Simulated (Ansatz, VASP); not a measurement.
**Ge: VASP beside Ansatz**

Contents of INCAR:

```
PREC = Accurate ; ENCUT = 520
EDIFF = 1E-6 ; ISMEAR = 0
SIGMA = 0.15 ; LREAL = F
LASPH = T ; NELM = 60
ALGO = Normal ; ISIF = 2
LWAVE = F ; LCHARG = F
NBANDS = 21
```

KPOINTS

```
Automatic mesh
0
Gamma
  14 14 14
```

The input POSCAR:

```
Ge
1.0
   -0.0749107924      2.8109115346      2.6984750732
    2.8109115346     -0.0749107924      2.6984750732
    2.7360007422      2.7360007422      0.0000000000
Ge
2
Direct
    0.5000000000      0.5000000000      0.5000000000
    0.7500000000      0.7500000000      0.7500000000
```

Input for Ansatz:

```yaml
crystal:
  lattice:
    - [-0.0749107924, 2.8109115346, 2.6984750732]
    - [2.8109115346, -0.0749107924, 2.6984750732]
    - [2.7360007422, 2.7360007422, 0.0]
  atoms:
    - { symbol: Ge, position: [0.5, 0.5, 0.5] }
    - { symbol: Ge, position: [0.75, 0.75, 0.75] }
basis:
  ecutwfc: 420
kpoints:
  mp_grid: { grid: [14, 14, 14] }
hamiltonian:
  xc: lda
scf:
  occupations: { method: gaussian, width: 0.15 }
output:
  forces: true
  stress: true
  eigenvalues: true
```

Change from the starting cell: engineering shear strain xy -0.0533, normal strain along z -0.0400.

Alike in both runs: task single point; functional LDA; k mesh 14 × 14 × 14; occupations gaussian, width 0.15 eV; no spin polarisation.

```csv
,VASP,Ansatz
version,VASP 6.6.1,Ansatz 0.2.0
potentials or method,"VASP PAW LDA potentials, release 64 (Ge_d), cutoff 520 eV","scalar-relativistic, plane waves, PAW"
valence electrons in the cell,28,28
```

```tsv
	VASP	Ansatz	Ansatz less VASP
gap on the k mesh at the Fermi level (eV)	none	none	-
pressure (GPa)	3.8	3.6	-0.17
traceless stress, the component that is largest in VASP (GPa)	5.14	5.10	-0.040
rms of the force components (eV/Å)	0.328	0.324	-0.0038
```

LDA's correlation is that of Perdew and Zunger in VASP and of Perdew and Wang (1992) in Ansatz. Atom by atom the forces differ by 0.004 eV/Å (rms over components). A gap of «none» marks a metal or a gap that the smearing closes.
